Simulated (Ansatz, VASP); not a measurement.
WSe2: VASP beside Ansatz

File INCAR:

```
ALGO = Normal
EDIFF = 1E-7
ENCUT = 520
GGA = PE
ISIF = 2
ISMEAR = -1
LASPH = True
LCHARG = False
LREAL = False
LWAVE = False
NBANDS = 35
NELM = 100
PREC = Accurate
SIGMA = 0.08
```

The input KPOINTS:

```
k-points
0
Gamma
  11 11 3
```

Contents of POSCAR:

```
WSe2
1.0
    3.2899984505      0.0000000000      0.0000000000
   -1.6449992252      2.8492222365      0.0000000000
    0.0000000000      0.0000000000     13.2294000000
W Se
2 4
Direct
    0.3333333333      0.6666666667      0.2500000000
    0.6666666667      0.3333333333      0.7500000000
    0.3333333333      0.6666666667      0.6210000000
    0.6666666667      0.3333333333      0.1210000000
    0.3333333333      0.6666666667      0.8790000000
    0.6666666667      0.3333333333      0.3790000000
```

Input for Ansatz:

```yaml
crystal:
  lattice:
    - [3.2899984505, 0.0, 0.0]
    - [-1.6449992252, 2.8492222365, 0.0]
    - [0.0, 0.0, 13.2294]
  atoms:
    - { symbol: W, position: [0.3333333333, 0.6666666667, 0.25] }
    - { symbol: W, position: [0.6666666667, 0.3333333333, 0.75] }
    - { symbol: Se, position: [0.3333333333, 0.6666666667, 0.621] }
    - { symbol: Se, position: [0.6666666667, 0.3333333333, 0.121] }
    - { symbol: Se, position: [0.3333333333, 0.6666666667, 0.879] }
    - { symbol: Se, position: [0.6666666667, 0.3333333333, 0.379] }
kpoints:
  mp_grid: { grid: [11, 11, 3] }
  band_path:
    path:
      - [0.0, 0.0, 0.0]
      - [0.5, 0.0, 0.0]
      - [0.3333333333, 0.3333333333, 0.0]
      - [0.0, 0.0, 0.0]
      - [0.0, 0.0, 0.5]
      - [0.5, 0.0, 0.5]
      - [0.3333333333, 0.3333333333, 0.5]
      - [0.0, 0.0, 0.5]
      - [0.5, 0.0, 0.5]
    npoints: 5
scf:
  occupations: { method: fermi_dirac, width: 0.08 }
hamiltonian:
  xc: pbe
  pseudopotentials: { kind: all_electron, lapw: { basis_error: 0.0005 } }
output:
  forces: true
  stress: true
  eigenvalues: true
```

Change from the starting cell: zz strain of +2 %.

Alike in both runs: task single point; functional PBE; k mesh 11 × 11 × 3; occupations fermi-dirac, width 0.08 eV; no spin polarisation.

|  | VASP | Ansatz |
| --- | --- | --- |
| version | VASP 6.6.1 | Ansatz 0.2.0 |
| potentials or method | VASP PAW PBE potentials, release 64 (W_sv, Se), cutoff 520 eV | all-electron LAPW, scalar-relativistic |

Ansatz gave:

```
pressure (GPa)                                                : 0.7
traceless stress, the component that is largest in VASP (GPa) : -1.65
rms of the force components (eV/Å)                            : 0.172
```

Q: Estimate VASP's values.

A: Pressure (GPa): 0.9; traceless stress, the component that is largest in VASP (GPa): -1.57; rms of the force components (eV/Å): 0.154.

Atom by atom the forces differ by 0.018 eV/Å (rms over components). Ansatz ran all-electron here, and VASP with PAW potentials.

Spin-orbit coupling is off throughout.
